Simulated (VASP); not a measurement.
# Pb (I4/mmm) in VASP: further runs

Runs on Pb. Level: LDA. Tasks: single point.

Program: VASP 6.6.1. These are calculated values, not measurements. Logs are shortened: lines on timing, memory, paths and dates and some standing lists are left out, and cuts for length are marked.

### Step 1. The cell of the first run

The structure is tetragonal, space group I4/mmm (No. 139). Conventional cell: a = 3.959 Å, b = 3.959 Å, c = 4.058 Å, α = 90.00°, β = 90.00°, γ = 90.00°. Within 4.5 Å of Pb (site symmetry 4/mmm) lie 14 Pb at 3.46 to 4.06 Å.

### Step 2. Single point, LDA (strain +0.000 along x and y, +0.025 along z)

The input, INCAR:

```
SYSTEM = Pb
ALGO     = Fast           ! electronic algorithm
EDIFF    = 1E-6           ! SCF threshold, eV
ENCUT    = 520            ! plane-wave cutoff, eV
GGA      = CA             ! functional
ISIF     = 2              ! what is computed and relaxed
ISMEAR   = 0              ! smearing method
LASPH    = .TRUE.         ! aspherical terms in the spheres
LCHARG   = .FALSE.        ! write CHGCAR
LREAL    = .FALSE.        ! projectors in reciprocal space
LWAVE    = .FALSE.        ! write WAVECAR
NBANDS   = 13             ! bands
NELM     = 100            ! most SCF steps
PREC     = Accurate       ! precision mode
SIGMA    = 0.15           ! smearing width, eV
```

The input, KPOINTS:

```
k-points
0
G
  18 18 18
  0 0 0
```

The input, POSCAR:

```
Pb
1.0
   -1.9796595667      1.9796595667      2.0291510559
    1.9796595667     -1.9796595667      2.0291510559
    1.9796595667      1.9796595667     -2.0291510559
Pb
1
Direct
    0.0000000000      0.0000000000      0.0000000000
```

Potentials or basis: VASP PAW LDA potentials, release 64 (Pb_d).

The run is started by

```sh
> cat potpaw_LDA.64/Pb_d/POTCAR > POTCAR
> mpirun -np 1 vasp_std > vasp.out
```

OUTCAR:

```text
SYSTEM = Pb
   EDIFF = 1E-6
   ENCUT = 520
   GGA = CA
   ISIF = 2
   ISMEAR = 0
   LASPH = .TRUE.
   LREAL = .FALSE.
   NELM = 100
   PREC = Accurate

 ion  position               nearest neighbor table
   1  0.000  0.000  0.000-

  LATTYP: Found a body centered tetragonal cell.
 ALAT       =     3.9593191334
 C/A-ratio  =     1.0250000000

  Lattice vectors:

 A1 = (  -1.9796595667,   1.9796595667,   2.0291510559)
 A2 = (   1.9796595667,  -1.9796595667,   2.0291510559)
 A3 = (   1.9796595667,   1.9796595667,  -2.0291510559)

Analysis of symmetry for initial positions (statically):
=====================================================================
 Subroutine PRICEL returns:
 Original cell was already a primitive cell.

 Routine SETGRP: Setting up the symmetry group for a
 body centered tetragonal supercell.

 Subroutine GETGRP returns: Found 16 space group operations
 (whereof 16 operations were pure point group operations)
 out of a pool of 16 trial point group operations.

The static configuration has the point symmetry D_4h.

Analysis of symmetry for dynamics (positions and initial velocities):
=====================================================================
 Subroutine PRICEL returns:
 Original cell was already a primitive cell.

 Routine SETGRP: Setting up the symmetry group for a
 body centered tetragonal supercell.

 Subroutine GETGRP returns: Found 16 space group operations
 (whereof 16 operations were pure point group operations)
 out of a pool of 16 trial point group operations.

The dynamic configuration has the point symmetry D_4h.

 Subroutine INISYM returns: Found 16 space group operations
 (whereof 16 operations are pure point group operations),
 and found     1 'primitive' translations

----------------------------------------------------------------------------------------

                                     Primitive cell

  volume of cell :      31.8094

  direct lattice vectors                    reciprocal lattice vectors
    -1.979659567  1.979659567  2.029151056     0.000000000  0.252568678  0.246408467
     1.979659567 -1.979659567  2.029151056     0.252568678  0.000000000  0.246408467
     1.979659567  1.979659567 -2.029151056     0.252568678  0.252568678  0.000000000

  length of vectors
     3.457681016  3.457681016  3.457681016     0.352857010  0.352857010  0.357186050

  position of ions in fractional coordinates (direct lattice)
     0.000000000  0.000000000  0.000000000

  ion indices of the primitive-cell ions
   primitive index   ion index
                 1           1

----------------------------------------------------------------------------------------

 KPOINTS: k-points

Automatic generation of k-mesh.
 Grid dimensions read from file:
 generate k-points for:   18   18   18

 Generating k-lattice:

  Cartesian coordinates                     Fractional coordinates (reciprocal lattice)
     0.000000000  0.014031593  0.013689359     0.055555556  0.000000000  0.000000000
     0.014031593  0.000000000  0.013689359     0.000000000  0.055555556  0.000000000
     0.014031593  0.014031593  0.000000000     0.000000000  0.000000000  0.055555556

  Length of vectors
     0.019603167  0.019603167  0.019843669

  Shift w.r.t. Gamma in fractional coordinates (k-lattice)
     0.000000000  0.000000000  0.000000000

 Subroutine IBZKPT returns following result:
 ===========================================

 Found    480 irreducible k-points:

 Following reciprocal coordinates:
            Coordinates               Weight
  0.000000  0.000000  0.000000      1.000000
  0.055556  0.000000 -0.000000      8.000000
  0.111111  0.000000 -0.000000      8.000000
  0.166667  0.000000 -0.000000      8.000000
  0.222222  0.000000 -0.000000      8.000000
  0.277778  0.000000  0.000000      8.000000
[... 16 lines left out ...]
 -0.277778  0.055556  0.000000     16.000000
 -0.222222  0.055556  0.000000     16.000000
 [... further k-points ...]
   k-points           NKPTS =    480   k-points in BZ     NKDIM =    480   number of bands    NBANDS=     13
   number of dos      NEDOS =    301   number of ions     NIONS =      1
   total plane-waves  NPLWV =  21952
   dimension x,y,z NGX =    28 NGY =   28 NGZ =   28
   dimension x,y,z NGXF=    56 NGYF=   56 NGZF=   56
   ions per type =               1
   NGX,Y,Z   is equivalent  to a cutoff of  13.46, 13.46, 13.46 a.u.
   NGXF,Y,Z  is equivalent  to a cutoff of  26.92, 26.92, 26.92 a.u.
 SYSTEM =  Pb
   PREC   = accura    normal or accurate (medium, high low for compatibility)
   ISTART =      0    job   : 0-new  1-cont  2-samecut
   ICHARG =      2    charge: 1-file 2-atom 10-const
   ISPIN  =      1    spin polarized calculation?
   LNONCOLLINEAR =      F non collinear calculations
   LSORBIT =      F    spin-orbit coupling
   LASPH  =      T    aspherical Exc in radial PAW
   ENCUT  =  520.0 eV  38.22 Ry    6.18 a.u.   6.43  6.43  6.43*2*pi/ulx,y,z
   NELM   =    100;   NELMIN=  2; NELMDL= -5     # of ELM steps
   EDIFF  = 0.1E-05   stopping-criterion for ELM
   LREAL  =      F    real-space projection
   EDIFFG = 0.1E-04   stopping-criterion for IOM
   NSW    =      0    number of steps for IOM
   IBRION =     -1    ionic relax: 0-MD 1-quasi-New 2-CG
   NFREE  =      0    steps in history (QN), initial steepest desc. (CG)
   ISIF   =      2    stress and relaxation
   ISYM   =      2    0-nonsym 1-usesym 2-fastsym
   POTIM  = 0.5000    time-step for ionic-motion
   TEBEG  =    0.0;   TEEND  =   0.0 temperature during run
   PSTRESS=    0.0 pullay stress
   NELECT =      14.0000    total number of electrons
   NUPDOWN=      -1.0000    fix difference up-down
   EMIN   =  10.00;   EMAX   =-10.00  energy-range for DOS
   EFERMI =   0.00;   METHOD = LEGACY
   ISMEAR =     0;   SIGMA  =   0.15  broadening in eV -4-tet -1-fermi 0-gaus
   EFERMI_NEDOS =   21; number of points for ismear=-14 and -15
   IALGO  =     68    algorithm
   IMIX   =      4    mixing-type and parameters
     AMIX     =   0.40;   BMIX     =  1.00
     AMIX_MAG =   1.60;   BMIX_MAG =  1.00
  volume/ion in A,a.u.               =      31.81       214.66
  Fermi-wavevector in a.u.,A,eV,Ry     =   1.245276  2.353231 21.098731  1.550713
  Thomas-Fermi vector in A             =   2.379506
   LORBIT       =      0    0 simple, 1 ext, 2 COOP (PROOUT), +10 PAW based schemes
   GGA     = CA    functional components
   LHFCALC =     F    Hartree Fock is set to
   AEXX    =    0.0000 exact exchange contribution
   IVDW    =     0    specifies the selected vdW correction
   LEPSILON=     F    determine dielectric tensor
   LRPA    =     F    only Hartree local field effects (RPA)
 non-spin polarized calculation
 RMM-DIIS sequential band-by-band and
 Gauss-broadening in eV      SIGMA  =   0.15
  energy-cutoff  :      520.00
  volume of cell :       31.81
 maximum number of plane-waves:       887
 NGX is ok and might be reduce to    28
   NGX = 13   NGY = 13   NGZ = 13

 number of electron      13.9999998 magnetization

 Free energy of the ion-electron system (eV)
  ---------------------------------------------------
  ext. energy  EPLUGINS =         0.00000000
  ---------------------------------------------------
  free energy    TOTEN  =        -4.18402324 eV

  energy without entropy =       -4.17750200  energy(sigma->0) =       -4.18076262

 E-fermi :   6.4621     XC(G=0): -10.2314

 val. band max:        6.4555427059   @ k =  -0.3889   0.4444   0.3333
 cond. band min:       6.4657640576   @ k =  -0.3889   0.3889   0.3889
 fundamental gap:      0.0102213516
 Fermi energy:         6.4621039673

 k-point     1 :       0.0000    0.0000    0.0000
  band No.  band energies     occupation
      1     -10.5535      2.00000
      2     -10.5535      2.00000
      3     -10.5405      2.00000
      4     -10.3443      2.00000
      5     -10.3296      2.00000
      6      -4.9738      2.00000
      7      13.5433      0.00000
      8      13.6604      0.00000
      9      13.6604      0.00000
     10      17.3842      0.00000
     11      17.6785      0.00000
     12      17.6785      0.00000
     13      17.7389      0.00000

 k-point     2 :       0.0556    0.0000   -0.0000
  band No.  band energies     occupation
      1     -10.5518      2.00000
      2     -10.5504      2.00000
      3     -10.5345      2.00000
      4     -10.3461      2.00000
      5     -10.3307      2.00000
      6      -4.9147      2.00000
      7      12.9189      0.00000
      8      13.4611      0.00000
      9      13.5422      0.00000
     10      17.0035      0.00000
     11      17.4773      0.00000
     12      17.4861      0.00000
     13      18.1951      0.00000

 k-point     3 :       0.1111    0.0000   -0.0000
  band No.  band energies     occupation
      1     -10.5560      2.00000
      2     -10.5422      2.00000
      3     -10.5082      2.00000
      4     -10.3517      2.00000
      5     -10.3331      2.00000
      6      -4.7373      2.00000
      7      11.4812      0.00000
      8      12.9560      0.00000
      9      13.3514      0.00000
     10      16.2914      0.00000
     11      17.0692      0.00000
     12      17.3375      0.00000
     13      18.8937      0.00000
[... 305 lines left out ...]
 k-point    23 :      -0.2778    0.0556    0.0000
  band No.  band energies     occupation
      1     -10.5793      2.00000
      2     -10.5220      2.00000
      3     -10.3798      2.00000
      4     -10.3699      2.00000
      5     -10.3388      2.00000
      6      -3.7368      2.00000
      7       7.3791      0.00000
      8      11.0424      0.00000
      9      12.2388      0.00000
     10      15.2227      0.00000
     11      16.3743      0.00000
     12      17.4549      0.00000
     13      20.2228      0.00000

 k-point    24 :      -0.2222    0.0556    0.0000
  band No.  band energies     occupation
      1     -10.5675      2.00000
      2     -10.5296      2.00000
      3     -10.4340      2.00000
      4     -10.3635      2.00000
      5     -10.3375      2.00000
      6      -4.2017      2.00000
      7       8.9472      0.00000
      8      11.7207      0.00000
      9      12.6111      0.00000
     10      15.6727      0.00000
     11      16.5312      0.00000
     12      17.3328      0.00000
     13      19.8235      0.00000

 [... further k-points ...]
[... 5 lines left out ...]
  --------------------------------------------------------------------------------------
  -------------------------------------------------------------------------------------
  Total       -0.7991742     -0.7991742     -0.6982407      0.0000000     -0.0000000      0.0000000
  in kB      -40.2528502    -40.2528502    -35.1690256      0.0000000     -0.0000000      0.0000000
  external PRESSURE =     -38.5582420 kB  Pullay stress =       0.0000000 kB

 VOLUME and BASIS-vectors are now :
 -----------------------------------------------------------------------------
  energy-cutoff  :      520.00
  volume of cell :       31.81
      direct lattice vectors                 reciprocal lattice vectors
    -1.979659567  1.979659567  2.029151056     0.000000000  0.252568678  0.246408467
     1.979659567 -1.979659567  2.029151056     0.252568678  0.000000000  0.246408467
     1.979659567  1.979659567 -2.029151056     0.252568678  0.252568678  0.000000000

 POSITION                                       TOTAL-FORCE (eV/Angst)
 -----------------------------------------------------------------------------------
      0.00000      0.00000      0.00000        -0.000000      0.000000      0.000000
 -----------------------------------------------------------------------------------
    total drift:                                0.000000     -0.000000     -0.000000

  FREE ENERGIE OF THE ION-ELECTRON SYSTEM (eV)
  ---------------------------------------------------
  free  energy   TOTEN  =        -4.1840232431 eV

  energy  without entropy=       -4.1775019983  energy(sigma->0) =       -4.18076262
```

It took 2.5 min on 1 thread of Intel Xeon 6975P-C, shared host; peak memory 0.29 GiB.

Results:

| Quantity | Value |
| --- | --- |
| Free energy | -4.1840 eV |
| Pressure | -3.9 GPa |
| Band gap on the k mesh | zero (band 7 reaches 13.54 eV, above the bottom of band 8 at 4.57 eV) |

Stress tensor (GPa, compression positive):
```
-4.03  0.00  0.00
 0.00 -4.03  0.00
 0.00  0.00 -3.52
```

Levels at points of the mesh, in eV from the Fermi level:
```
           k point  band 5  band 6  band 7  band 8  band 9  band 10
(0.00, 0.00, 0.00)  -16.79  -11.44    7.08    7.20    7.20    10.92
(0.50, 0.00, 0.00)  -16.67   -7.90   -3.82    3.37    5.12     7.51
(0.50, 0.50, 0.00)  -16.67   -7.79   -3.76    3.11    4.74     7.18
(0.50, 0.50, 0.50)  -16.70   -5.38   -0.60   -0.19   -0.19     4.53
```

Caveat: the cell differs from its parent crystal (strain +0.000 along x and y, +0.025 along z); spin-orbit coupling is left out, which moves the levels of the heavy elements.

[end of part 1 of 2]
